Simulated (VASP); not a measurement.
# BeV2 (P6_3/mmc) in VASP: a series of runs

The runs below take BeV2 through single point, with PBE.

Everything below comes from runs of VASP 6.6.1. Logs are shortened: lines on timing, memory, paths and dates and some standing lists are left out, and cuts for length are marked.

### 1 The cell of the first run

It takes space group P6_3/mmc (No. 194, hexagonal). The conventional cell has a = 2.650 Å, b = 2.650 Å, c = 10.309 Å, α = 90.00°, β = 90.00°, γ = 120.00°. Within 2.6 Å of Be (site symmetry -6m2) lie 6 V at 1.98 Å. Within 2.6 Å of V (site symmetry 3m) lie 3 Be at 1.98 Å and 1 V at 2.53 Å.

### 2 Single point, PBE, collinear spin, ferromagnetic start

Contents of INCAR:

```
SYSTEM = BeV2
  PREC = Accurate
  ENCUT = 520
  EDIFF = 1E-7
  ISMEAR = 0
  SIGMA = 0.1
  LREAL = .False.
  LASPH = .True.
  NELM = 150
  ALGO = Fast
  ISIF = 2
  LWAVE = .False.
  LCHARG = .False.
  ISPIN = 2
  MAGMOM = 0 0 2 2 2 2
  LORBIT = 11
  LMAXMIX = 4
  GGA = PE
  NBANDS = 41
```

Contents of KPOINTS:

```
regular mesh
0
Gamma
  6 6 2
  0 0 0
```

Contents of POSCAR:

```
BeV2
1.0
    2.6504342316      0.0000000000      0.0000000000
   -1.3252171158      2.2953433757      0.0000000000
    0.0000000000      0.0000000000     10.3091022989
Be V
2 4
Direct
    0.3333333333      0.6666666667      0.2500000000
    0.6666666667      0.3333333333      0.7500000000
    0.3333333333      0.6666666667      0.6275000000
    0.6666666667      0.3333333333      0.1275000000
    0.3333333333      0.6666666667      0.8725000000
    0.6666666667      0.3333333333      0.3725000000
```

Potentials or basis: VASP PAW PBE potentials, release 64 (Be, V_sv).

Launch:

```console
$ cat potpaw_PBE.64/Be/POTCAR potpaw_PBE.64/V_sv/POTCAR > POTCAR
$ mpirun -np 1 vasp_std > vasp.out
```

OUTCAR:

```text
SYSTEM = BeV2
   PREC = Accurate
   ENCUT = 520
   EDIFF = 1E-7
   ISMEAR = 0
   LREAL = .False.
   LASPH = .True.
   NELM = 150
   ISIF = 2
   ISPIN = 2
   LORBIT = 11
   GGA = PE

 ion  position               nearest neighbor table
   1  0.333  0.667  0.250-   4 1.98   6 1.98   4 1.98   6 1.98   4 1.98   6 1.98
   2  0.667  0.333  0.750-   3 1.98   5 1.98   3 1.98   5 1.98   3 1.98   5 1.98
   3  0.333  0.667  0.627-   2 1.98   2 1.98   2 1.98   5 2.53
   4  0.667  0.333  0.127-   1 1.98   1 1.98   1 1.98   6 2.53
   5  0.333  0.667  0.873-   2 1.98   2 1.98   2 1.98   3 2.53
   6  0.667  0.333  0.373-   1 1.98   1 1.98   1 1.98   4 2.53

  LATTYP: Found a hexagonal cell.
 ALAT       =     2.6504342316
 C/A-ratio  =     3.8895899306

  Lattice vectors:

 A1 = (   2.6504342316,   0.0000000000,   0.0000000000)
 A2 = (  -1.3252171158,   2.2953433757,   0.0000000000)
 A3 = (   0.0000000000,   0.0000000000,  10.3091022989)

Analysis of symmetry for initial positions (statically):
=====================================================================
 Subroutine PRICEL returns:
 Original cell was already a primitive cell.

 Routine SETGRP: Setting up the symmetry group for a
 hexagonal supercell.

 Subroutine GETGRP returns: Found 24 space group operations
 (whereof 12 operations were pure point group operations)
 out of a pool of 24 trial point group operations.

The static configuration has the point symmetry D_3d.
 The point group associated with its full space group is D_6h.

Analysis of symmetry for dynamics (positions and initial velocities):
=====================================================================
 Subroutine PRICEL returns:
 Original cell was already a primitive cell.

 Routine SETGRP: Setting up the symmetry group for a
 hexagonal supercell.

 Subroutine GETGRP returns: Found 24 space group operations
 (whereof 12 operations were pure point group operations)
 out of a pool of 24 trial point group operations.

The dynamic configuration has the point symmetry D_3d.
 The point group associated with its full space group is D_6h.

Analysis of structural, dynamic, and magnetic symmetry:
=====================================================================
 Subroutine PRICEL returns:
 Original cell was already a primitive cell.

 Routine SETGRP: Setting up the symmetry group for a
 hexagonal supercell.

 Subroutine GETGRP returns: Found 24 space group operations
 (whereof 12 operations were pure point group operations)
[... 137 lines left out ...]
 NGX is ok and might be reduce to    20
   NGX =  9   NGY =  9   NGZ = 39

 number of electron      55.9999992 magnetization       0.0045202

 number of electron      55.9999992 magnetization      -0.0005717

 Free energy of the ion-electron system (eV)
  ---------------------------------------------------
  ext. energy  EPLUGINS =         0.00000000
  ---------------------------------------------------
  free energy    TOTEN  =       -33.77707168 eV

  energy without entropy =      -33.72733766  energy(sigma->0) =      -33.75220467

 E-fermi :  10.1799     XC(G=0): -12.7507

 val. band max:       10.1592452835   @ k =   0.1667  -0.0000   0.5000
 cond. band min:      10.1807338765   @ k =   0.5000  -0.0000   0.0000
 fundamental gap:      0.0214885930
 Fermi energy:        10.1798532859

 spin component 1

 k-point     1 :       0.0000    0.0000    0.0000
  band No.  band energies     occupation
      1     -53.4281      1.00000
      2     -53.4099      1.00000
      3     -53.3629      1.00000
      4     -53.3444      1.00000
      5     -27.5468      1.00000
      6     -27.3996      1.00000
[... 591 lines left out ...]
     39      16.1292      0.00000
     40      16.1292      0.00000
 Fermi energy:        10.1798532859

 spin component 2

 k-point     1 :       0.0000    0.0000    0.0000
  band No.  band energies     occupation
      1     -53.4282      1.00000
      2     -53.4100      1.00000
      3     -53.3630      1.00000
      4     -53.3445      1.00000
      5     -27.5469      1.00000
      6     -27.3997      1.00000
[... 591 lines left out ...]
     39      16.1291      0.00000
     40      16.1291      0.00000
 [bands above 40 left out]

------------------------ aborting loop because EDIFF is reached ----------------------------------------

  FORCE on cell =-STRESS in cart. coord.  units (eV):
  Direction    XX          YY          ZZ          XY          YZ          ZX
  --------------------------------------------------------------------------------------
  -------------------------------------------------------------------------------------
  Total       23.5216621     23.5216621     26.3137301      0.0000000     -0.0000000      0.0000000
  in kB      600.8873256    600.8873257    672.2138463      0.0000000     -0.0000000      0.0000000
  external PRESSURE =     624.6628325 kB  Pullay stress =       0.0000000 kB

 VOLUME and BASIS-vectors are now :
 -----------------------------------------------------------------------------
  energy-cutoff  :      520.00
  volume of cell :       62.72
      direct lattice vectors                 reciprocal lattice vectors
     2.650434232  0.000000000  0.000000000     0.377296666  0.217832332  0.000000000
    -1.325217116  2.295343376  0.000000000     0.000000000  0.435664664  0.000000000
     0.000000000  0.000000000 10.309102299     0.000000000  0.000000000  0.097001656

 POSITION                                       TOTAL-FORCE (eV/Angst)
 -----------------------------------------------------------------------------------
     -0.00000      1.53023      2.57728        -0.000000     -0.000000      0.000000
      1.32522      0.76511      7.73183         0.000000      0.000000      0.000000
     -0.00000      1.53023      6.46896         0.000000      0.000000     -6.338181
      1.32522      0.76511      1.31441        -0.000000     -0.000000     -6.338181
     -0.00000      1.53023      8.99469        -0.000000      0.000000      6.338181
      1.32522      0.76511      3.84014         0.000000     -0.000000      6.338181
 -----------------------------------------------------------------------------------
    total drift:                               -0.000000      0.000000     -0.000000

  FREE ENERGIE OF THE ION-ELECTRON SYSTEM (eV)
  ---------------------------------------------------
  free  energy   TOTEN  =       -33.7770716806 eV

  energy  without entropy=      -33.7273376627  energy(sigma->0) =      -33.75220467

 total charge

# of ion       s       p       d       tot
------------------------------------------
    1        0.726   1.130   0.000   1.855
    2        0.726   1.130   0.000   1.855
    3        2.383   6.264   3.342  11.990
    4        2.383   6.264   3.342  11.990
    5        2.383   6.264   3.342  11.990
    6        2.383   6.264   3.342  11.990
--------------------------------------------------
tot         10.985  27.317  13.368  51.670

 magnetization (x)

# of ion       s       p       d       tot
------------------------------------------
    1       -0.000  -0.000   0.000  -0.000
    2       -0.000  -0.000   0.000  -0.000
    3       -0.000  -0.000  -0.000  -0.000
    4       -0.000  -0.000  -0.000  -0.000
    5       -0.000  -0.000  -0.000  -0.000
    6       -0.000  -0.000  -0.000  -0.000
--------------------------------------------------
tot         -0.000  -0.000  -0.000  -0.001
```

OSZICAR:

```text
N       E                     dE             d eps       ncg     rms          rms(c)
DAV:   1     0.819271998639E+03    0.81927E+03   -0.32353E+04  2320   0.157E+03
DAV:   2    -0.658251916109E+01   -0.82585E+03   -0.80283E+03  2298   0.534E+02
DAV:   3    -0.445523677842E+02   -0.37970E+02   -0.36149E+02  2768   0.131E+02
DAV:   4    -0.454235360919E+02   -0.87117E+00   -0.85884E+00  2493   0.187E+01
[... 20 lines left out ...]
RMM:  25    -0.337770686679E+02   -0.32318E-05   -0.12062E-05  2529   0.177E-02    0.399E-03
RMM:  26    -0.337770705566E+02   -0.18887E-05   -0.81250E-06  2535   0.147E-02    0.209E-03
RMM:  27    -0.337770713588E+02   -0.80222E-06   -0.85067E-06  2629   0.151E-02    0.122E-03
RMM:  28    -0.337770716520E+02   -0.29318E-06   -0.15374E-06  2446   0.759E-03    0.764E-04
RMM:  29    -0.337770716806E+02   -0.28549E-07   -0.16342E-07  1470   0.300E-03
   1 F= -.33777072E+02 E0= -.33752205E+02  d E =-.497340E-01  mag=    -0.0004
```

stdout:

```text
POSCAR found type information on POSCAR BeV
 POSCAR found :  2 types and       6 ions
 scaLAPACK will be used
 LDA part: xc-table for (Slater+PW92), standard interpolation
 POSCAR, INCAR and KPOINTS ok, starting setup
 FFT: planning ... GRIDC
 FFT: planning ... GRID_SOFT
 FFT: planning ... GRID
 WAVECAR not read
 entering main loop
```

Wall time 1.7 min (1 thread of Intel Xeon 6975P-C (Granite Rapids), shared host); peak memory 0.22 GiB.

What came out:

```yaml
Free_energy: -33.7771 eV
Pressure: 62.5 GPa
Largest_force: 6.338 eV/Å
Band_gap_on_the_k_mesh: zero (filled and empty bands overlap)
Net_moment: 0.00 μB per cell
Valence_electrons_inside_the_program's_atomic_spheres: Be 1.85; V 11.99
```

Forces on the atoms (eV/Å):
```
Be   0.000  0.000  0.000
Be   0.000  0.000  0.000
V    0.000  0.000 -6.338
V    0.000  0.000 -6.338
V    0.000  0.000  6.338
V    0.000  0.000  6.338
```

Caveat: the k points lie up to 0.46 Å⁻¹ apart; forces of over 1 eV/Å act on the atoms, so gaps and moduli don't describe the material at rest.

### 3 Single point, PBE

This run uses another cell than the first one, of 12.30 Å³/atom, 1.177 times its volume.

Contents of INCAR:

```
SYSTEM = BeV2
PREC     = Accurate       ! precision mode
ENCUT    = 520            ! plane-wave cutoff, eV
EDIFF    = 1E-6           ! SCF threshold, eV
ISMEAR   = 0              ! smearing method
SIGMA    = 0.1            ! smearing width, eV
LREAL    = .FALSE.        ! projectors in reciprocal space
LASPH    = .TRUE.         ! aspherical terms in the spheres
NELM     = 100            ! most SCF steps
ALGO     = Fast           ! electronic algorithm
ISIF     = 2              ! what is computed and relaxed
LWAVE    = .FALSE.        ! write WAVECAR
LCHARG   = .FALSE.        ! write CHGCAR
GGA      = PE             ! functional
NBANDS   = 37             ! bands
```

Contents of KPOINTS:

```
Automatic mesh
0
G
  18 18 4
  0 0 0
```

Contents of POSCAR:

```
BeV2
1.0
    2.5462872397      0.0000000000      0.0000000000
   -1.2731436199      2.2051494349      0.0000000000
    0.0000000000      0.0000000000     13.1464943680
Be V
2 4
Direct
    0.3333333333      0.6666666667      0.2500000000
    0.6666666667      0.3333333333      0.7500000000
    0.3333333333      0.6666666667      0.5910109590
    0.6666666667      0.3333333333      0.0910109590
    0.3333333333      0.6666666667      0.9089890410
    0.6666666667      0.3333333333      0.4089890410
```

Potentials or basis: VASP PAW PBE potentials, release 64 (Be, V_sv).

Launch:

```console
$ cat potpaw_PBE.64/Be/POTCAR potpaw_PBE.64/V_sv/POTCAR > POTCAR
$ mpirun -np 1 vasp_std > vasp.out
```

Wall time 8.2 min (1 thread of AMD EPYC 7R43 (Zen 3), shared host); peak memory 0.31 GiB.

Results (log left out):

| Item | Value |
| --- | --- |
| Free energy | -42.0514 eV |
| Pressure | 0.2 GPa |
| Band gap on the k mesh | zero (band 28 reaches 9.09 eV, above the bottom of band 29 at 8.10 eV) |

Forces on the atoms (eV/Å):
```
Be   0.000  0.000  0.000
Be   0.000  0.000  0.000
V    0.000  0.000  0.003
V    0.000  0.000  0.003
V    0.000  0.000 -0.003
V    0.000  0.000 -0.003
```

Levels at points of the mesh, in eV from the Fermi level:
```csv
k point,band 26,band 27,band 28,band 29,band 30,band 31
"(0.00, 0.00, 0.00)",-1.04,0.45,0.45,0.46,0.46,0.58
"(0.50, 0.00, 0.00)",-1.13,0.50,0.51,0.52,0.98,1.21
"(0.00, 0.00, 0.50)",-1.05,0.45,0.45,0.45,0.45,0.59
"(0.50, 0.00, 0.50)",-1.37,0.11,0.11,1.21,1.21,1.25
```
